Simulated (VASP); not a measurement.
# SrO (Fm-3m) in VASP: single point with PBE

Aim: the single point of SrO with PBE.

Program: VASP 6.6.1. These are calculated values, not measurements. Logs are shortened: lines on timing, memory, paths and dates and some standing lists are left out, and cuts for length are marked.

**1. The cell of the first run**

The structure is cubic, space group Fm-3m (No. 225). The conventional cell has a = 5.195 Å, b = 5.195 Å, c = 5.195 Å, α = 90.00°, β = 90.00°, γ = 90.00°. Within 3.4 Å of Sr (site symmetry m-3m) lie 6 O at 2.60 Å. Within 3.4 Å of O (site symmetry m-3m) lie 6 Sr at 2.60 Å.

**2. Single point, PBE, non-collinear spin, zero start, spin-orbit coupling**

File INCAR:

```
PREC = Accurate
ENCUT = 520
EDIFF = 1E-7
ISMEAR = 0
SIGMA = 0.05
LREAL = False
LASPH = True
NELM = 150
ALGO = Normal
ISIF = 2
LWAVE = False
LCHARG = False
MAGMOM = 0 0 0 0 0 0
LORBIT = 11
LSORBIT = True
GGA_COMPAT = False
LORBMOM = True
GGA = PE
NBANDS = 28
```

File KPOINTS:

```
regular mesh
0
Gamma
  12 12 12
```

File POSCAR:

```
SrO
1.0
    0.0000000000      2.5975128988      2.5975128988
    2.5975128988      0.0000000000      2.5975128988
    2.5975128988      2.5975128988      0.0000000000
Sr O
1 1
Direct
    0.5000000000      0.5000000000      0.5000000000
    0.0000000000      0.0000000000      0.0000000000
```

Potentials or basis: VASP PAW PBE potentials, release 64 (Sr_sv, O).

Launch:

```
> cat potpaw_PBE.64/Sr_sv/POTCAR potpaw_PBE.64/O/POTCAR > POTCAR
> mpirun -np 1 vasp_ncl > vasp.out
```

OUTCAR:

```text
PREC = Accurate
   ENCUT = 520
   EDIFF = 1E-7
   ISMEAR = 0
   LREAL = False
   LASPH = True
   NELM = 150
   ISIF = 2
   LORBIT = 11
   LSORBIT = True
   GGA = PE

 ion  position               nearest neighbor table
   1  0.500  0.500  0.500-   2 2.60   2 2.60   2 2.60   2 2.60   2 2.60   2 2.60
   2  0.000  0.000  0.000-   1 2.60   1 2.60   1 2.60   1 2.60   1 2.60   1 2.60

  LATTYP: Found a face centered cubic cell.
 ALAT       =     5.1950257976

  Lattice vectors:

 A1 = (   0.0000000000,   2.5975128988,   2.5975128988)
 A2 = (   2.5975128988,   0.0000000000,   2.5975128988)
 A3 = (   2.5975128988,   2.5975128988,   0.0000000000)

Analysis of symmetry for initial positions (statically):
=====================================================================
 Subroutine PRICEL returns:
 Original cell was already a primitive cell.

 Routine SETGRP: Setting up the symmetry group for a
 face centered cubic supercell.

 Subroutine GETGRP returns: Found 48 space group operations
 (whereof 48 operations were pure point group operations)
 out of a pool of 48 trial point group operations.

The static configuration has the point symmetry O_h .

Analysis of symmetry for dynamics (positions and initial velocities):
=====================================================================
 Subroutine PRICEL returns:
 Original cell was already a primitive cell.

 Routine SETGRP: Setting up the symmetry group for a
 face centered cubic supercell.

 Subroutine GETGRP returns: Found 48 space group operations
 (whereof 48 operations were pure point group operations)
 out of a pool of 48 trial point group operations.

The dynamic configuration has the point symmetry O_h .

Analysis of structural, dynamic, and magnetic symmetry:
=====================================================================
 Subroutine PRICEL returns:
 Original cell was already a primitive cell.

 Routine SETGRP: Setting up the symmetry group for a
 face centered cubic supercell.

 Subroutine GETGRP returns: Found 48 space group operations
 (whereof 48 operations were pure point group operations)
 out of a pool of 48 trial point group operations.

The overall configuration has the point symmetry O_h .

 Subroutine INISYM returns: Found 48 space group operations
 (whereof 48 operations are pure point group operations),
 and found     1 'primitive' translations

----------------------------------------------------------------------------------------

                                     Primitive cell

  volume of cell :      35.0512

  direct lattice vectors                    reciprocal lattice vectors
     0.000000000  2.597512899  2.597512899    -0.192491826  0.192491826  0.192491826
     2.597512899  0.000000000  2.597512899     0.192491826 -0.192491826  0.192491826
     2.597512899  2.597512899  0.000000000     0.192491826  0.192491826 -0.192491826

  length of vectors
     3.673437970  3.673437970  3.673437970     0.333405622  0.333405622  0.333405622

  position of ions in fractional coordinates (direct lattice)
     0.500000000  0.500000000  0.500000000
     0.000000000  0.000000000  0.000000000

  ion indices of the primitive-cell ions
   primitive index   ion index
                 1           1
                 2           2

----------------------------------------------------------------------------------------

 KPOINTS: regular mesh

Automatic generation of k-mesh.
 Grid dimensions read from file:
 generate k-points for:   12   12   12

 Generating k-lattice:

  Cartesian coordinates                     Fractional coordinates (reciprocal lattice)
    -0.016040985  0.016040985  0.016040985     0.083333333  0.000000000  0.000000000
     0.016040985 -0.016040985  0.016040985     0.000000000  0.083333333  0.000000000
     0.016040985  0.016040985 -0.016040985     0.000000000  0.000000000  0.083333333
[... 97 lines left out ...]

 number of electron      16.0000000 magnetization      -0.0000000     -0.0000000      0.0000000

 Free energy of the ion-electron system (eV)
  ---------------------------------------------------
  ext. energy  EPLUGINS =         0.00000000
  ---------------------------------------------------
  free energy    TOTEN  =       -12.14182901 eV

  energy without entropy =      -12.14182901  energy(sigma->0) =      -12.14182901

 E-fermi :   1.8484     XC(G=0):  -9.8823

 val. band max:        1.5398587325   @ k =   0.0000   0.0000   0.0000
 cond. band min:       4.8005509164   @ k =   0.5000   0.5000   0.0000
 fundamental gap:      3.2606921839
 Fermi energy:         1.8483780848

 k-point     1 :       0.0000    0.0000    0.0000
  band No.  band energies     occupation
      1     -30.9742      1.00000
      2     -30.9742      1.00000
      3     -13.5316      1.00000
      4     -13.5316      1.00000
      5     -13.4227      1.00000
      6     -13.4227      1.00000
[... 733 lines left out ...]
     27      13.7313      0.00000
     28      13.7313      0.00000

 [... further k-points ...]

------------------------ aborting loop because EDIFF is reached ----------------------------------------

  FORCE on cell =-STRESS in cart. coord.  units (eV):
  Direction    XX          YY          ZZ          XY          YZ          ZX
  --------------------------------------------------------------------------------------
  -------------------------------------------------------------------------------------
  Total        0.1094828      0.1094828      0.1094828      0.0000000      0.0000000     -0.0000000
  in kB        5.0044133      5.0044133      5.0044133      0.0000000      0.0000000     -0.0000000
  external PRESSURE =       5.0044133 kB  Pullay stress =       0.0000000 kB

 VOLUME and BASIS-vectors are now :
 -----------------------------------------------------------------------------
  energy-cutoff  :      520.00
  volume of cell :       35.05
      direct lattice vectors                 reciprocal lattice vectors
     0.000000000  2.597512899  2.597512899    -0.192491826  0.192491826  0.192491826
     2.597512899  0.000000000  2.597512899     0.192491826 -0.192491826  0.192491826
     2.597512899  2.597512899  0.000000000     0.192491826  0.192491826 -0.192491826

 POSITION                                       TOTAL-FORCE (eV/Angst)
 -----------------------------------------------------------------------------------
      2.59751      2.59751      2.59751         0.000000     -0.000000      0.000000
      0.00000      0.00000      0.00000        -0.000000      0.000000     -0.000000
 -----------------------------------------------------------------------------------
    total drift:                                0.000000      0.000000      0.000000

  FREE ENERGIE OF THE ION-ELECTRON SYSTEM (eV)
  ---------------------------------------------------
  free  energy   TOTEN  =       -12.1418290125 eV

  energy  without entropy=      -12.1418290125  energy(sigma->0) =      -12.14182901

 orbital moment (x)

 # of ion     p       d       tot
 ----------------------------------------
  1         0.000  -0.000  -0.000
  2         0.000   0.000   0.000
 ----------------------------------------
            0.000  -0.000  -0.000

 orbital moment (y)

 # of ion     p       d       tot
 ----------------------------------------
  1         0.000   0.000   0.000
  2         0.000   0.000   0.000
 ----------------------------------------
            0.000   0.000   0.000

 orbital moment (z)

 # of ion     p       d       tot
 ----------------------------------------
  1         0.000   0.000   0.000
  2         0.000   0.000   0.000
 ----------------------------------------
            0.000   0.000   0.000

 Spin-Orbit-Coupling matrix elements

 Ion:    1  E_soc:     -0.1752027
 l=   1
     0.0000000    -0.0291747    -0.0291747
    -0.0291747     0.0000000    -0.0291747
    -0.0291747    -0.0291747     0.0000000
 l=   2
     0.0000000    -0.0000016     0.0000000    -0.0000016    -0.0000241
    -0.0000016     0.0000000    -0.0000181    -0.0000016    -0.0000060
     0.0000000    -0.0000181     0.0000000    -0.0000181     0.0000000
    -0.0000016    -0.0000016    -0.0000181     0.0000000    -0.0000060
    -0.0000241    -0.0000060     0.0000000    -0.0000060     0.0000000
 l=   3
     0.0000000     0.0000000     0.0000000     0.0000000     0.0000000     0.0000000     0.0000000
     0.0000000     0.0000000     0.0000000     0.0000000     0.0000000     0.0000000     0.0000000
     0.0000000     0.0000000     0.0000000     0.0000000     0.0000000     0.0000000     0.0000000
     0.0000000     0.0000000     0.0000000     0.0000000     0.0000000     0.0000000     0.0000000
     0.0000000     0.0000000     0.0000000     0.0000000     0.0000000     0.0000000     0.0000000
     0.0000000     0.0000000     0.0000000     0.0000000     0.0000000     0.0000000     0.0000000
     0.0000000     0.0000000     0.0000000     0.0000000     0.0000000     0.0000000     0.0000000

 Ion:    2  E_soc:     -0.0003153
 l=   1
     0.0000000    -0.0000525    -0.0000525
    -0.0000525     0.0000000    -0.0000525
    -0.0000525    -0.0000525     0.0000000
 l=   2
     0.0000000     0.0000000     0.0000000     0.0000000     0.0000000
     0.0000000     0.0000000     0.0000000     0.0000000     0.0000000
     0.0000000     0.0000000     0.0000000     0.0000000     0.0000000
     0.0000000     0.0000000     0.0000000     0.0000000     0.0000000
     0.0000000     0.0000000     0.0000000     0.0000000     0.0000000
 l=   3
     0.0000000     0.0000000     0.0000000     0.0000000     0.0000000     0.0000000     0.0000000
     0.0000000     0.0000000     0.0000000     0.0000000     0.0000000     0.0000000     0.0000000
     0.0000000     0.0000000     0.0000000     0.0000000     0.0000000     0.0000000     0.0000000
     0.0000000     0.0000000     0.0000000     0.0000000     0.0000000     0.0000000     0.0000000
     0.0000000     0.0000000     0.0000000     0.0000000     0.0000000     0.0000000     0.0000000
     0.0000000     0.0000000     0.0000000     0.0000000     0.0000000     0.0000000     0.0000000
     0.0000000     0.0000000     0.0000000     0.0000000     0.0000000     0.0000000     0.0000000

 total charge

# of ion       s       p       d       tot
------------------------------------------
    1        2.015   5.828   0.245   8.088
    2        1.551   3.411   0.000   4.963
--------------------------------------------------
tot          3.566   9.239   0.245  13.050

 magnetization (x)

# of ion       s       p       d       tot
------------------------------------------
    1       -0.000   0.000   0.000  -0.000
    2        0.000   0.000   0.000   0.000
--------------------------------------------------
tot         -0.000   0.000   0.000  -0.000

 magnetization (y)

# of ion       s       p       d       tot
------------------------------------------
    1       -0.000   0.000  -0.000  -0.000
    2       -0.000   0.000   0.000  -0.000
--------------------------------------------------
tot         -0.000   0.000  -0.000  -0.000

 magnetization (z)

# of ion       s       p       d       tot
------------------------------------------
    1       -0.000   0.000   0.000  -0.000
    2       -0.000   0.000   0.000  -0.000
--------------------------------------------------
tot         -0.000   0.000   0.000  -0.000
```

It took 1.8 min on 1 thread of AMD EPYC 9R45 (Zen 5), shared host; peak memory 0.27 GiB.

Results:

| Item | Value |
| --- | --- |
| Free energy | -12.1418 eV |
| Pressure | 0.5 GPa |
| Net moment | 0.00 μB per cell |
| Valence electrons inside the program's atomic spheres | Sr 8.09; O 4.96 |

Moments on the atoms (μB; x, y, z):
```
Sr  0.00 0.00 0.00
O   0.00 0.00 0.00
```
